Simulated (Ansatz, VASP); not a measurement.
**Two plane-wave programs on WS2**

```xyz
6
Lattice="3.0985 0.0000 0.0000 -1.5493 2.6834 0.0000 0.0000 0.0000 12.0430" Properties=species:S:1:pos:R:3 pbc="T T T"
W     0.0000    1.7889    3.0108
W     1.5493    0.8945    9.0323
S     0.0000    1.7889    7.6491
S     1.5493    0.8945    1.6276
S     0.0000    1.7889   10.4154
S     1.5493    0.8945    4.3939
```

Alike in both runs: task single point; functional LDA; k mesh 12 × 12 × 4; occupations gaussian, width 0.05 eV; no spin polarisation.

|  | VASP | Ansatz |
| --- | --- | --- |
| version | VASP 6.6.1 | Ansatz 0.2.0 |
| potentials or method | VASP PAW LDA potentials, release 64 (W_sv, S), cutoff 520 eV | scalar-relativistic, plane waves, PAW |
| valence electrons in the cell | 52 | 52 |

|  | VASP | Ansatz | Ansatz less VASP |
| --- | --- | --- | --- |
| gap on the k mesh at the Fermi level (eV) | none | none | - |
| rms of the force components (eV/Å) | 2.413 | 2.391 | -0.0222 |

Ansatz warns that its potentials were made for another functional, while VASP's fit it. LDA's correlation is that of Perdew and Zunger in VASP and of Perdew and Wang (1992) in Ansatz. Atom by atom the forces differ by 0.022 eV/Å (rms over components). A gap of «none» marks a metal or a gap that the smearing closes.

Neither program's run includes spin-orbit coupling.
